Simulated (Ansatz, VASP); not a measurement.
# Hg in VASP and in Ansatz

```
Hg
1.0
     0.00000    2.93963    2.93963
     2.93963    0.00000    2.93963
     2.93963    2.93963    0.00000
Hg
2
Direct
  0.87500 0.87500 0.87500
  0.12500 0.12500 0.12500
```

Change from the starting cell: volume scaled by 0.45, LAPW.

Alike in both runs: task single point; functional PBE; k mesh 11 × 11 × 11; occupations fermi-dirac, width 0.05 eV; no spin polarisation.

|  | VASP | Ansatz |
| --- | --- | --- |
| version | VASP 6.6.1 | Ansatz 0.2.0 |
| potentials or method | VASP PAW PBE potentials, release 64 (Hg), cutoff 520 eV | all-electron LAPW, scalar-relativistic |

Ansatz gave:

| Property | Result |
| --- | --- |
| pressure (GPa) | 25.8 |

Task: What did VASP give for the same quantities?

Result: Pressure (GPa): 27.3.

Ansatz ran all-electron here, and VASP with PAW potentials.

Neither program's run includes spin-orbit coupling.
